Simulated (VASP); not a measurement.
Input of a VASP 6.6.1 run:

INCAR

```
SYSTEM = Ge
  ALGO = Normal
  EDIFF = 1E-8
  ENCUT = 520
  GGA = PS
  ISIF = 2
  ISMEAR = -1
  LASPH = .True.
  LCHARG = .False.
  LEFG = .True.
  LREAL = .False.
  LWAVE = .False.
  NBANDS = 21
  NELM = 100
  PREC = Accurate
  SIGMA = 0.05
```

KPOINTS

```
k-points
0
Gamma
  11 11 11
  0 0 0
```

POSCAR

```
Ge
1.0
    0.0000000000      2.8659949267      2.8659949267
    2.8659949267      0.0000000000      2.8659949267
    2.8659949267      2.8659949267      0.0000000000
Ge
2
Direct
    0.5000000000      0.5000000000      0.5000000000
    0.7500000000      0.7500000000      0.7500000000
```

Potentials or basis: VASP PAW PBE potentials, release 64 (Ge_d).

Run with:

```console
$ cat potpaw_PBE.64/Ge_d/POTCAR > POTCAR
$ mpirun -np 1 vasp_std > vasp.out
```

(1) Predict the pressure.

(2) Predict the band gap on the k mesh.

## Answers

(1) -1.9 GPa.

(2) zero (filled and empty bands touch).

Caveat: semilocal functionals underestimate gaps, so a narrow gap can read as zero; the PAW data sets were made with another functional, which shifts forces and pressure a little.
